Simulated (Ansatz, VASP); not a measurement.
**Two plane-wave programs on MoS2**

```
Mo S
1.0
     1.56712    0.84144    5.95499
    -1.56712    0.84144    5.95499
     0.00000   -1.68288    5.95499
Mo S
1 2
Direct
  0.00000 0.00000 0.00000
  0.76880 0.76880 0.73150
  0.23120 0.23120 0.26850
```

Change from the starting cell: mode 7 frozen in at +0.068 Å, normal strain along y -0.0700.

Alike in both runs: task single point; functional PBE; dispersion D3(BJ); k mesh 15 × 15 × 15; occupations gaussian, width 0.15 eV; no spin polarisation.

|  | VASP | Ansatz |
| --- | --- | --- |
| version | VASP 6.6.1 | Ansatz 0.2.0 |
| potentials or method | VASP PAW PBE potentials, release 64 (Mo_sv, S), cutoff 520 eV | scalar-relativistic, plane waves, PAW |
| valence electrons in the cell | 26 | 26 |

VASP gave:

* gap on the k mesh at the Fermi level (eV): none
* pressure (GPa): 13.8
* traceless stress, the component that is largest in VASP (GPa): 14.29
* rms of the force components (eV/Å): 0.756

Task: Estimate Ansatz's values.

Result: gap on the k mesh at the Fermi level (eV): none; pressure (GPa): 14.0; traceless stress, the component that is largest in VASP (GPa): 14.30; rms of the force components (eV/Å): 0.765.

Atom by atom the forces differ by 0.010 eV/Å (rms over components). A gap of «none» marks a metal or a gap that the smearing closes.
